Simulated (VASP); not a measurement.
# K8Zn9F24 (a cell with a defect) in VASP: single point with PBEsol

Aim: the single point of K8Zn9F24 (a cell with a defect) with PBEsol.

Program: VASP 6.6.1. These are calculated values, not measurements. Logs are shortened: lines on timing, memory, paths and dates and some standing lists are left out, and cuts for length are marked.

**1. The cell of the first run**

The cell holds a defect, 41 atoms: a = 8.105 Å, b = 8.105 Å, c = 8.105 Å, α = 90.00°, β = 90.00°, γ = 90.00°.

**2. Single point, PBEsol**

Contents of INCAR:

```
PREC     = Accurate       # precision mode
ENCUT    = 520            # plane-wave cutoff, eV
EDIFF    = 1E-6           # SCF threshold, eV
ISMEAR   = -1             # smearing method
SIGMA    = 0.05           # smearing width, eV
LREAL    = Auto         
LASPH    = T              # aspherical terms in the spheres
NELM     = 80             # most SCF steps
ALGO     = Normal         # electronic algorithm
ISIF     = 2              # what is computed and relaxed
LWAVE    = F              # write WAVECAR
LCHARG   = F              # write CHGCAR
GGA      = PS             # functional
NBANDS   = 200            # bands
ISYM     = 0
```

Contents of KPOINTS:

```
Automatic mesh
0
Gamma
  1 1 1
  0.25 0.25 0.25
```

Contents of POSCAR:

```
K8Zn9F24
1.0
    8.1045260000      0.0000000000      0.0000000000
    0.0000000000      8.1045260000      0.0000000000
    0.0000000000      0.0000000000      8.1045260000
K Zn F
8 9 24
Direct
    0.0099160000      0.9985180000      0.0006860000
    0.9880450000      0.9950320000      0.5004180000
    0.0007460000      0.4975420000      0.9999350000
    0.9503140000      0.5305330000      0.5009260000
    0.5003890000      0.9999650000      0.0002070000
    0.5097710000      0.9917760000      0.5000240000
    0.4969750000      0.4972570000      0.0004370000
    0.5758190000      0.5184990000      0.4998410000
    0.2535570000      0.2380140000      0.2496680000
    0.2533180000      0.2375120000      0.7517660000
    0.2525270000      0.7465290000      0.2489470000
    0.2524170000      0.7466620000      0.7518330000
    0.7541420000      0.2504370000      0.2474430000
    0.7538530000      0.2503790000      0.7533160000
    0.7514110000      0.7579560000      0.2434180000
    0.7511300000      0.7579300000      0.7572010000
    0.2627000000      0.4246470000      0.5002110000
    0.2597210000      0.2400320000      0.0006190000
    0.2477200000      0.1504380000      0.5007760000
    0.2600130000      0.7515320000      0.0001280000
    0.2400490000      0.7577780000      0.5004920000
    0.7479790000      0.2525780000      0.0003820000
    0.7619650000      0.2558800000      0.5004020000
    0.7435040000      0.7549960000      0.0002700000
    0.7554710000      0.7692250000      0.5004350000
    0.0021890000      0.2416470000      0.2463870000
    0.0019270000      0.2440420000      0.7542720000
    0.9978510000      0.7563440000      0.2487630000
    0.9977770000      0.7548930000      0.7521830000
    0.5056810000      0.2593910000      0.2586130000
    0.5054540000      0.2574770000      0.7422490000
    0.5057680000      0.7394700000      0.2620170000
    0.5054020000      0.7405090000      0.7383010000
    0.2621680000      0.9912230000      0.2252550000
    0.2603940000      0.9912180000      0.7761500000
    0.2416230000      0.5017730000      0.2132690000
    0.2426280000      0.5011330000      0.7858310000
    0.7444270000      0.0035280000      0.2473500000
    0.7456780000      0.0034450000      0.7534100000
    0.7616390000      0.5040150000      0.2441870000
    0.7599880000      0.5040220000      0.7565040000
```

Potentials or basis: VASP PAW PBE potentials, release 64 (K_sv, Zn, F).

Started as:

```console
> cat potpaw_PBE.64/K_sv/POTCAR potpaw_PBE.64/Zn/POTCAR potpaw_PBE.64/F/POTCAR > POTCAR
> mpirun -np 1 vasp_std > vasp.out
```

OUTCAR:

```text
PREC = Accurate
   ENCUT = 520
   EDIFF = 1E-6
   ISMEAR = -1
   LREAL = Auto
   LASPH = T
   NELM = 80
   ISIF = 2
   GGA = PS
   ISYM = 0

 ion  position               nearest neighbor table
   1  0.010  0.999  0.001-  35 2.73  34 2.74  26 2.80  28 2.81  18 2.82  27 2.82  29 2.82  20 2.85
                            10 3.42   9 3.43
   2  0.988  0.995  0.500-  19 2.45  25 2.63  23 2.80  21 2.81  28 2.81  29 2.82  39 2.84  38 2.85
                            15 3.42  16 3.42   4 3.78
   3  0.001  0.498  1.000-  36 2.61  37 2.62  40 2.77  41 2.78  22 2.85
   4  0.950  0.531  0.501-  25 2.50  40 2.59  41 2.59  17 2.67  23 2.70  29 2.76  28 2.77   8 3.04
                            16 3.21  15 3.22   2 3.78
   5  0.500  1.000  0.000-  34 2.66  35 2.66  18 2.75  24 2.80  20 2.80  38 2.82  39 2.82
   6  0.510  0.992  0.500-  19 2.48  25 2.69  38 2.80  33 2.81  39 2.81  32 2.81  15 3.43
   7  0.497  0.497  0.000-  36 2.69  37 2.70  20 2.82  18 2.84  22 2.84  30 2.85  31 2.86
   8  0.576  0.518  0.500-  25 2.50  41 2.56  40 2.56  23 2.61  17 2.65  32 2.69  33 2.70   4 3.04
                            15 3.18  16 3.18  13 3.32  14 3.32
   9  0.254  0.238  0.250-  34 2.01  18 2.02  26 2.04  30 2.05  19 2.16  36 2.16  17 2.53   1 3.43

  10  0.253  0.238  0.752-  35 2.01  18 2.02  27 2.04  31 2.05  19 2.15  37 2.16  17 2.54   1 3.42

  11  0.253  0.747  0.249-  34 1.99  36 2.01  20 2.02  21 2.04  32 2.06  28 2.07
  12  0.252  0.747  0.752-  35 1.99  37 2.01  20 2.01  21 2.04  33 2.05  29 2.06
  13  0.754  0.250  0.247-  38 2.00  22 2.00  26 2.01  30 2.02  23 2.05  40 2.06   8 3.32
  14  0.754  0.250  0.753-  39 2.00  22 2.00  27 2.01  31 2.02  23 2.05  41 2.06   8 3.32
  15  0.751  0.758  0.243-  24 1.97  38 1.99  28 2.00  32 2.00  40 2.06  25 2.09   8 3.18   4 3.22
                             2 3.42   6 3.43
  16  0.751  0.758  0.757-  24 1.97  39 1.99  29 2.00  33 2.00  41 2.06  25 2.08   8 3.18   4 3.21
                             2 3.42
  17  0.263  0.425  0.500-  19 2.23  37 2.40  36 2.41   9 2.53  10 2.54   8 2.65   4 2.67
  18  0.260  0.240  0.001-  10 2.02   9 2.02   5 2.75   1 2.82   7 2.84
  19  0.248  0.150  0.501-  10 2.15   9 2.16  17 2.23   2 2.45   6 2.48
  20  0.260  0.752  0.000-  12 2.01  11 2.02   5 2.80   7 2.82   1 2.85
  21  0.240  0.758  0.500-  12 2.04  11 2.04   2 2.81
  22  0.748  0.253  0.000-  14 2.00  13 2.00   7 2.84   3 2.85
  23  0.762  0.256  0.500-  14 2.05  13 2.05   8 2.61   4 2.70   2 2.80
  24  0.744  0.755  0.000-  16 1.97  15 1.97   5 2.80
  25  0.755  0.769  0.500-  16 2.08  15 2.09   4 2.50   8 2.50   2 2.63   6 2.69
  26  0.002  0.242  0.246-  13 2.01   9 2.04   1 2.80
  27  0.002  0.244  0.754-  14 2.01  10 2.04   1 2.82
  28  0.998  0.756  0.249-  15 2.00  11 2.07   4 2.77   1 2.81   2 2.81
  29  0.998  0.755  0.752-  16 2.00  12 2.06   4 2.76   2 2.82   1 2.82
  30  0.506  0.259  0.259-  13 2.02   9 2.05   7 2.85
  31  0.505  0.257  0.742-  14 2.02  10 2.05   7 2.86
  32  0.506  0.739  0.262-  15 2.00  11 2.06   8 2.69   6 2.81
  33  0.505  0.741  0.738-  16 2.00  12 2.05   8 2.70   6 2.81
  34  0.262  0.991  0.225-  11 1.99   9 2.01   5 2.66   1 2.74
  35  0.260  0.991  0.776-  12 1.99  10 2.01   5 2.66   1 2.73
  36  0.242  0.502  0.213-  11 2.01   9 2.16  17 2.41   3 2.61   7 2.69
  37  0.243  0.501  0.786-  12 2.01  10 2.16  17 2.40   3 2.62   7 2.70
  38  0.744  0.004  0.247-  15 1.99  13 2.00   6 2.80   5 2.82   2 2.85
  39  0.746  0.003  0.753-  16 1.99  14 2.00   6 2.81   5 2.82   2 2.84
  40  0.762  0.504  0.244-  13 2.06  15 2.06   8 2.56   4 2.59   3 2.77
  41  0.760  0.504  0.757-  14 2.06  16 2.06   8 2.56   4 2.59   3 2.78

IMPORTANT INFORMATION: All symmetrisations will be switched off!
NOSYMM: (Re-)initialisation of all symmetry stuff for point group C_1.

----------------------------------------------------------------------------------------

                                     Primitive cell

  volume of cell :     532.3324

  direct lattice vectors                    reciprocal lattice vectors
     8.104526000  0.000000000  0.000000000     0.123387845  0.000000000  0.000000000
     0.000000000  8.104526000  0.000000000     0.000000000  0.123387845  0.000000000
     0.000000000  0.000000000  8.104526000     0.000000000  0.000000000  0.123387845

  length of vectors
     8.104526000  8.104526000  8.104526000     0.123387845  0.123387845  0.123387845

  position of ions in fractional coordinates (direct lattice)
     0.009916000  0.998518000  0.000686000
     0.988045000  0.995032000  0.500418000
     0.000746000  0.497542000  0.999935000
     0.950314000  0.530533000  0.500926000
     0.500389000  0.999965000  0.000207000
     0.509771000  0.991776000  0.500024000
[... 33 lines left out ...]
     0.761639000  0.504015000  0.244187000
     0.759988000  0.504022000  0.756504000

  ion indices of the primitive-cell ions
   primitive index   ion index
                 1           1
                 2           2
                 3           3
                 4           4
                 5           5
                 6           6
[... 33 lines left out ...]
                40          40
                41          41

----------------------------------------------------------------------------------------

 KPOINTS: Automatic mesh

Automatic generation of k-mesh.
 Grid dimensions read from file:
 generate k-points for:    1    1    1

 Generating k-lattice:

  Cartesian coordinates                     Fractional coordinates (reciprocal lattice)
     0.123387845  0.000000000  0.000000000     1.000000000  0.000000000  0.000000000
     0.000000000  0.123387845  0.000000000     0.000000000  1.000000000  0.000000000
     0.000000000  0.000000000  0.123387845     0.000000000  0.000000000  1.000000000

  Length of vectors
     0.123387845  0.123387845  0.123387845

  Shift w.r.t. Gamma in fractional coordinates (k-lattice)
     0.250000000  0.250000000  0.250000000

 Subroutine IBZKPT returns following result:
 ===========================================

 Found      4 irreducible k-points:

 Following reciprocal coordinates:
            Coordinates               Weight
  0.250000  0.250000  0.250000      2.000000
 -0.250000  0.250000  0.250000      2.000000
 -0.250000 -0.250000  0.250000      2.000000
  0.250000 -0.250000  0.250000      2.000000
   k-points           NKPTS =      4   k-points in BZ     NKDIM =      4   number of bands    NBANDS=    200
   number of dos      NEDOS =    301   number of ions     NIONS =     41
   total plane-waves  NPLWV = 216000
   dimension x,y,z NGX =    60 NGY =   60 NGZ =   60
   dimension x,y,z NGXF=   120 NGYF=  120 NGZF=  120
   ions per type =               8   9  24
   NGX,Y,Z   is equivalent  to a cutoff of  12.31, 12.31, 12.31 a.u.
   NGXF,Y,Z  is equivalent  to a cutoff of  24.62, 24.62, 24.62 a.u.
 SYSTEM =  unknown system
   PREC   = accura    normal or accurate (medium, high low for compatibility)
   ISTART =      0    job   : 0-new  1-cont  2-samecut
   ICHARG =      2    charge: 1-file 2-atom 10-const
   ISPIN  =      1    spin polarized calculation?
   LNONCOLLINEAR =      F non collinear calculations
   LSORBIT =      F    spin-orbit coupling
   LASPH  =      T    aspherical Exc in radial PAW
   ENCUT  =  520.0 eV  38.22 Ry    6.18 a.u.  15.07 15.07 15.07*2*pi/ulx,y,z
   NELM   =     80;   NELMIN=  2; NELMDL= -5     # of ELM steps
   EDIFF  = 0.1E-05   stopping-criterion for ELM
   LREAL  =      T    real-space projection
   EDIFFG = 0.1E-04   stopping-criterion for IOM
   NSW    =      0    number of steps for IOM
   IBRION =     -1    ionic relax: 0-MD 1-quasi-New 2-CG
   NFREE  =      0    steps in history (QN), initial steepest desc. (CG)
   ISIF   =      2    stress and relaxation
   ISYM   =      0    0-nonsym 1-usesym 2-fastsym
   POTIM  = 0.5000    time-step for ionic-motion
   TEBEG  =    0.0;   TEEND  =   0.0 temperature during run
   PSTRESS=    0.0 pullay stress
   NELECT =     348.0000    total number of electrons
   NUPDOWN=      -1.0000    fix difference up-down
   EMIN   =  10.00;   EMAX   =-10.00  energy-range for DOS
   EFERMI =   0.00;   METHOD = LEGACY
   ISMEAR =    -1;   SIGMA  =   0.05  broadening in eV -4-tet -1-fermi 0-gaus
   EFERMI_NEDOS =   21; number of points for ismear=-14 and -15
   IALGO  =     38    algorithm
   IMIX   =      4    mixing-type and parameters
     AMIX     =   0.40;   BMIX     =  1.00
     AMIX_MAG =   1.60;   BMIX_MAG =  1.00
  volume/ion in A,a.u.               =      12.98        87.62
  Fermi-wavevector in a.u.,A,eV,Ry     =   1.420824  2.684968 27.466638  2.018741
  Thomas-Fermi vector in A             =   2.541699
   LORBIT       =      0    0 simple, 1 ext, 2 COOP (PROOUT), +10 PAW based schemes
   GGA     = PS    functional components
   LHFCALC =     F    Hartree Fock is set to
   AEXX    =    0.0000 exact exchange contribution
   IVDW    =     0    specifies the selected vdW correction
   LEPSILON=     F    determine dielectric tensor
   LRPA    =     F    only Hartree local field effects (RPA)
 non-spin polarized calculation
  energy-cutoff  :      520.00
  volume of cell :      532.33
 maximum number of plane-waves:     14330
   NGX = 31   NGY = 31   NGZ = 31

 number of electron     348.0000006 magnetization

 Free energy of the ion-electron system (eV)
  ---------------------------------------------------
  ext. energy  EPLUGINS =         0.00000000
  ---------------------------------------------------
  free energy    TOTEN  =      -167.89984745 eV

  energy without entropy =     -167.89984745  energy(sigma->0) =     -167.89984745

 E-fermi :   2.5897     XC(G=0): -10.3368

 val. band max:        1.3576815768   @ k =  -0.2500   0.2500   0.2500
 cond. band min:       3.9012170188   @ k =   0.2500   0.2500   0.2500
 fundamental gap:      2.5435354420
 Fermi energy:         2.5897105260

 k-point     1 :       0.2500    0.2500    0.2500
  band No.  band energies     occupation
      1     -28.0039      2.00000
      2     -27.8113      2.00000
      3     -27.4801      2.00000
      4     -27.4178      2.00000
      5     -27.3914      2.00000
      6     -27.3707      2.00000
[... 745 lines left out ...]
    185       7.7965      0.00000
    186       8.0602      0.00000
 [bands above 186 left out]

------------------------ aborting loop because EDIFF is reached ----------------------------------------

  FORCE on cell =-STRESS in cart. coord.  units (eV):
  Direction    XX          YY          ZZ          XY          YZ          ZX
  --------------------------------------------------------------------------------------
  -------------------------------------------------------------------------------------
  Total       14.4175507     12.4206884     11.0022734     -0.2487672     -0.0367104     -0.0267282
  in kB       43.3929534     37.3829345     33.1138866     -0.7487223     -0.1104884     -0.0804448
  external PRESSURE =      37.9632582 kB  Pullay stress =       0.0000000 kB

 VOLUME and BASIS-vectors are now :
 -----------------------------------------------------------------------------
  energy-cutoff  :      520.00
  volume of cell :      532.33
      direct lattice vectors                 reciprocal lattice vectors
     8.104526000  0.000000000  0.000000000     0.123387845  0.000000000  0.000000000
     0.000000000  8.104526000  0.000000000     0.000000000  0.123387845  0.000000000
     0.000000000  0.000000000  8.104526000     0.000000000  0.000000000  0.123387845

 POSITION                                       TOTAL-FORCE (eV/Angst)
 -----------------------------------------------------------------------------------
      0.08036      8.09252      0.00556        -0.010027      0.002911     -0.004395
      8.00764      8.06426      4.05565        -0.002614     -0.003963      0.001689
      0.00605      4.03234      8.10400         0.000527     -0.014995     -0.000149
      7.70184      4.29972      4.05977         0.027621     -0.024854      0.003633
      4.05542      8.10424      0.00168         0.004486      0.004166     -0.004094
      4.13145      8.03787      4.05246         0.003426      0.003013      0.002117
[... 33 lines left out ...]
      6.17272      4.08480      1.97902         0.001110      0.005917     -0.015537
      6.15934      4.08486      6.13111         0.001211      0.001621      0.017326
 -----------------------------------------------------------------------------------
    total drift:                               -0.020355     -0.029906      0.007844

  FREE ENERGIE OF THE ION-ELECTRON SYSTEM (eV)
  ---------------------------------------------------
  free  energy   TOTEN  =      -167.8998474484 eV

  energy  without entropy=     -167.8998474484  energy(sigma->0) =     -167.89984745
```

Wall time 10 min (1 thread of Intel Xeon Platinum 8488C (Sapphire Rapids), shared host); peak memory 0.64 GiB.

What came out:

```yaml
Free_energy: -167.8998 eV
Pressure: 3.8 GPa
Largest_force: 0.066 eV/Å
Band_gap_on_the_k_mesh: 2.54 eV
```

Forces in eV/Å, atoms in the order of the input:
```
K   -0.010  0.003 -0.004
K   -0.003 -0.004  0.002
K    0.001 -0.015  0.000
K    0.028 -0.025  0.004
K    0.004  0.004 -0.004
K    0.003  0.003  0.002
K    0.002 -0.007 -0.002
K   -0.036 -0.015  0.003
Zn  -0.010  0.038  0.031
Zn  -0.007  0.043 -0.050
Zn  -0.001 -0.004  0.021
Zn  -0.002 -0.013 -0.031
Zn   0.003  0.012  0.013
Zn   0.001  0.013 -0.014
Zn  -0.004 -0.014  0.018
Zn  -0.003 -0.014 -0.018
Zn   0.003  0.023  0.002
F    0.008  0.008  0.000
F   -0.001 -0.034  0.011
F    0.002  0.001  0.011
F    0.000  0.006 -0.004
F   -0.004  0.001  0.000
F    0.007 -0.006 -0.002
F    0.000 -0.001  0.005
F   -0.002  0.023 -0.005
F    0.001  0.008 -0.002
F    0.011 -0.006  0.003
F    0.020  0.002 -0.001
F    0.015  0.006 -0.002
F   -0.004 -0.001  0.001
F   -0.009  0.011 -0.003
F   -0.014 -0.003  0.005
F   -0.009 -0.003 -0.004
F    0.011 -0.005 -0.005
F    0.012 -0.004  0.006
F   -0.004 -0.026 -0.010
F   -0.002 -0.019  0.023
F   -0.007  0.000  0.000
F   -0.004  0.005  0.000
F    0.001  0.006 -0.016
F    0.001  0.002  0.017
```

Caveat: the PAW data sets were made with another functional, which shifts forces and pressure a little.
